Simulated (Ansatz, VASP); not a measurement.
TiO2 in VASP and in Ansatz

Contents of INCAR:

```
  PREC = Accurate
  ENCUT = 520
  EDIFF = 1E-6
  ISMEAR = -1
  SIGMA = 0.05
  LREAL = F
  LASPH = T
  NELM = 60
  ALGO = Normal
  ISIF = 2
  LWAVE = F
  LCHARG = F
  GGA = CA
  NBANDS = 33
```

Contents of KPOINTS:

```
Automatic mesh
0
Gamma
  7 7 10
```

Contents of POSCAR:

```
TiO2
1.0
    4.4561800000      0.0000000000      0.0000000000
    0.0000000000      4.4561800000      0.0000000000
    0.0000000000      0.0000000000      2.9590000000
Ti O
2 4
Direct
    0.0000000000      0.0000000000      0.0000000000
    0.5000000000      0.5000000000      0.5000000000
    0.3060000000      0.3060000000      0.0000000000
    0.1940000000      0.8060000000      0.5000000000
    0.6940000000      0.6940000000      0.0000000000
    0.8060000000      0.1940000000      0.5000000000
```

Input for Ansatz:

```yaml
crystal:
  lattice:
    - [4.45618, 0.0, 0.0]
    - [0.0, 4.45618, 0.0]
    - [0.0, 0.0, 2.959]
  atoms:
    - { symbol: Ti, position: [0.0, 0.0, 0.0] }
    - { symbol: Ti, position: [0.5, 0.5, 0.5] }
    - { symbol: O, position: [0.306, 0.306, 0.0] }
    - { symbol: O, position: [0.194, 0.806, 0.5] }
    - { symbol: O, position: [0.694, 0.694, 0.0] }
    - { symbol: O, position: [0.806, 0.194, 0.5] }
kpoints:
  mp_grid: { grid: [7, 7, 10] }
  band_path:
    path:
      - [0.0, 0.0, 0.0]
      - [0.0, 0.5, 0.0]
      - [0.5, 0.5, 0.0]
      - [0.0, 0.0, 0.0]
      - [0.0, 0.0, 0.5]
      - [0.0, 0.5, 0.5]
      - [0.5, 0.5, 0.5]
      - [0.0, 0.0, 0.5]
      - [0.0, 0.5, 0.0]
    npoints: 5
scf:
  occupations: { method: fermi_dirac, width: 0.05 }
hamiltonian:
  xc: lda
  pseudopotentials: { kind: all_electron, lapw: { basis_error: 0.0005 } }
output:
  forces: true
  stress: true
  eigenvalues: true
```

Change from the starting cell: equal xx and yy strain of -3 %.

Alike in both runs: task single point; functional LDA; k mesh 7 × 7 × 10; occupations fermi-dirac, width 0.05 eV; no spin polarisation.

```csv
,VASP,Ansatz
version,VASP 6.6.1,Ansatz 0.2.0
potentials or method,"VASP PAW LDA potentials, release 64 (Ti_sv, O), cutoff 520 eV","all-electron LAPW, scalar-relativistic"
```

Ansatz gave:

```
gap on the k mesh at the Fermi level (eV)                     : 1.94
pressure (GPa)                                                : 6.7
traceless stress, the component that is largest in VASP (GPa) : -5.17
rms of the force components (eV/Å)                            : 0.170
```

Estimate VASP's values.

gap on the k mesh at the Fermi level (eV): 1.91; pressure (GPa): 7.8; traceless stress, the component that is largest in VASP (GPa): -4.90; rms of the force components (eV/Å): 0.182.

LDA's correlation is that of Perdew and Zunger in VASP and of Perdew and Wang (1992) in Ansatz. Atom by atom the forces differ by 0.012 eV/Å (rms over components). Ansatz ran all-electron here, and VASP with PAW potentials.
